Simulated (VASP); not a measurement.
## FeCo: single point with PBE

FeCo:

```
Fe Co
1.0
     2.84491    0.00000    0.00000
     0.00000    2.84491    0.00000
     0.00000    0.00000    2.84491
Fe Co
1 1
Direct
  0.00000 0.00000 0.00000
  0.50000 0.50000 0.50000
```

```json
{
 "Program": "VASP 6.6.1",
 "Task": "single point",
 "Functional": "PBE",
 "Potentials or basis": "VASP PAW PBE potentials, release 64 (Fe, Co)",
 "Cutoff": "600 eV",
 "k mesh": "14 × 14 × 14",
 "Occupations": "gaussian, width 0.1 eV",
 "Spin": "collinear spin, ferromagnetic start",
 "Starting moments": "[3.16, 2.07] μB"
}
```

```json
{
  "Pressure": "-0.4 GPa",
  "Net moment": "4.53 μB per cell",
  "Site moments": "Fe +2.78; Co +1.76 μB",
  "Valence electrons inside the program's atomic spheres": "Fe 7.15; Co 8.23"
}
```

Levels at points of the mesh, in eV from the Fermi level:
Spin up:
| k point | band 7 | band 8 | band 9 | band 10 | band 11 | band 12 | band 13 | band 14 | band 15 | band 16 |
| --- | --- | --- | --- | --- | --- | --- | --- | --- | --- | --- |
| (0.00, 0.00, 0.00) | -2.03 | -2.03 | -0.93 | -0.93 | -0.93 | 9.08 | 9.08 | 9.08 | 14.65 | 14.65 |
| (0.50, 0.00, 0.00) | -2.60 | -2.60 | -2.11 | -1.98 | -0.92 | -0.64 | 15.93 | 15.93 | 16.12 | 16.12 |
| (0.50, 0.50, 0.00) | -1.90 | -1.78 | -0.69 | -0.69 | -0.16 | -0.16 | 6.05 | 6.24 | 17.69 | 17.69 |
| (0.50, 0.50, 0.50) | -1.93 | -1.93 | -1.75 | -1.75 | 7.60 | 7.60 | 7.60 | 7.68 | 7.68 | 7.68 |
Spin down:
```
           k point  band 3  band 4  band 5  band 6  band 7  band 8  band 9  band 10
(0.00, 0.00, 0.00)   -3.52   -1.19   -1.19   -1.19    0.78    0.78    1.48     1.48
(0.50, 0.00, 0.00)   -1.67   -1.17   -1.16   -1.16   -0.41   -0.32   -0.32     0.64
(0.50, 0.50, 0.00)   -2.32   -2.32   -0.07   -0.07    0.49    0.57    0.77     1.44
(0.50, 0.50, 0.50)   -2.64   -2.25   -2.25   -2.25    0.61    0.61    1.49     1.49
```

It took 3.2 min on 1 thread of Oxide Virtual Turin-like Processor, with other jobs on the host, peak memory 0.2 GiB.
